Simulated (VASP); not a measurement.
Set up this calculation in VASP 6.6.1, as the native input.

```yaml
Task: single point
Functional: PBEsol
Dispersion: D3(BJ)
Potentials_or_basis: VASP PAW PBE potentials, release 64 (Ta_pv, C)
Cutoff: 600 eV
k_mesh: 7 × 7 × 7
Occupations: fermi-dirac, width 0.1 eV
Spin: no spin polarisation
Dipole_correction: no
Further_INCAR_settings: ALGO = Normal; EDIFF = 1e-06; NBANDS = 14
```

The structure of TaC lies in POSCAR:

```
TaC
1.0
    0.0000000000      2.2230000000      2.2230000000
    2.2230000000      0.0000000000      2.2230000000
    2.2230000000      2.2230000000      0.0000000000
Ta C
1 1
Direct
    0.0000000000      0.0000000000      0.0000000000
    0.5000000000      0.5000000000      0.5000000000
```

These files were run (other wordings do the same):

INCAR

```
SYSTEM = TaC
  PREC = Accurate
  ENCUT = 600
  EDIFF = 1E-6
  ISMEAR = -1
  SIGMA = 0.1
  LREAL = .FALSE.
  LASPH = .TRUE.
  NELM = 120
  ALGO = Normal
  ISIF = 2
  LWAVE = .FALSE.
  LCHARG = .FALSE.
  GGA = PS
  IVDW = 12
  NBANDS = 14
  GGA_COMPAT = .FALSE.
```

KPOINTS

```
Automatic mesh
0
G
  7 7 7
  0 0 0
```

Potentials or basis: VASP PAW PBE potentials, release 64 (Ta_pv, C).

Command:

```console
$ cat potpaw_PBE.64/Ta_pv/POTCAR potpaw_PBE.64/C/POTCAR > POTCAR
$ mpirun -np 1 vasp_std > vasp.out
```

Results of the run:

| Property | Result |
| --- | --- |
| Pressure | -7.5 GPa |
| Dispersion energy per atom | -0.461 eV |

Caveat: the PAW data sets were made with another functional, which shifts forces and pressure a little; pairwise dispersion overbinds metals, which lowers pressure and volume.

It took 11 s on 1 thread of Intel(R) Xeon(R) 6975P-C (Granite Rapids) (shared host), peak memory 0.16 GiB.
